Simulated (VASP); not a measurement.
GaN: vibrations by perturbation theory with LDA

GaN:

```
Ga N
1.0
     3.12023    0.00000    0.00000
    -1.56011    2.70220    0.00000
     0.00000    0.00000    5.16366
Ga N
2 2
Direct
  0.33333 0.66667 0.00162
  0.66667 0.33333 0.50162
  0.33333 0.66667 0.37538
  0.66667 0.33333 0.87538
```

- Program: VASP 6.6.1
- Task: vibrations by perturbation theory
- Functional: LDA
- Potentials or basis: VASP PAW LDA potentials, release 64 (Ga_d, N)
- Cutoff: 520 eV
- k mesh: 8 × 8 × 5
- Occupations: gaussian, width 0.01 eV
- Spin: no spin polarisation
- Dipole correction: no
- Further INCAR settings: ALGO = Normal; EDIFF = 1e-08; NBANDS = 26; IBRION = 8; NSW = 1

```json
{
  "Electronic dielectric tensor (diagonal)": "5.57, 5.57, 5.79",
  "Born charges (mean of the diagonal)": "Ga +2.62; N -2.62 e",
  "Highest phonon frequency at Γ, LO-TO splitting left out": "711 cm⁻¹"
}
```

Phonon frequencies in cm⁻¹ (negative: imaginary):
```csv
q point,frequencies
"(0.000, 0.000, 0.000)",0 0 0 139 139 344 554 580 580 589 589 711
```

Electronic dielectric tensor:
```
5.57 0.00 0.00
0.00 5.57 0.00
0.00 0.00 5.79
```

Born effective charge tensors (e):
atom 1, Ga
```
2.57 0.00 0.00
0.00 2.57 0.00
0.00 0.00 2.71
```
atom 2, Ga
```
2.57 0.00 0.00
0.00 2.57 0.00
0.00 0.00 2.71
```
atom 3, N
```
-2.57  0.00  0.00
 0.00 -2.57  0.00
 0.00  0.00 -2.71
```
atom 4, N
```
-2.57  0.00  0.00
 0.00 -2.57  0.00
 0.00  0.00 -2.71
```

It took 6.8 min on 1 thread of Intel(R) Xeon(R) 6975P-C (Granite Rapids), on a shared host, peak memory 0.47 GiB.

Caveat: the cell stands under pressure or tension, which shifts response properties.
